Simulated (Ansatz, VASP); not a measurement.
## Two plane-wave programs on TiAsS3

```
Ti As S
1.0
     4.53608    0.00000    0.00000
     0.00000    4.53608    0.00000
     0.00000    0.00000    4.53608
Ti As S
1 1 3
Direct
  0.50000 0.50000 0.50000
  0.00000 0.00000 0.00000
  0.00000 0.50000 0.50000
  0.50000 0.00000 0.50000
  0.50000 0.50000 0.00000
```

Alike in both runs: task relaxation of cell and atoms; functional PBE; k mesh 4 × 4 × 4; occupations gaussian, width 0.1 eV; no spin polarisation.

|  | VASP | Ansatz |
| --- | --- | --- |
| version | VASP 6.6.1 | Ansatz 0.2.0 |
| potentials or method | VASP PAW PBE potentials, release 64 (Ti_sv, As, S), cutoff 600 eV | scalar-relativistic, plane waves, PAW |
| valence electrons in the cell | 35 | 45 |

Ansatz gave:

```
gap on the k mesh at the Fermi level, each at its own relaxed structure (eV) : none
relaxed volume (Å³/atom)                                                     : 20.40
relaxed cell length with the largest relative difference (Å)                 : 4.672
```

**Question.** Which values does VASP return?

**Answer.** gap on the k mesh at the Fermi level, each at its own relaxed structure (eV): none; relaxed volume (Å³/atom): 20.44; relaxed cell length with the largest relative difference (Å): 4.676.

A gap of «none» marks a metal or a gap that the smearing closes. VASP's potentials hold 35 valence electrons a cell and Ansatz's 45, so a difference there can come from the potentials and not from the codes.
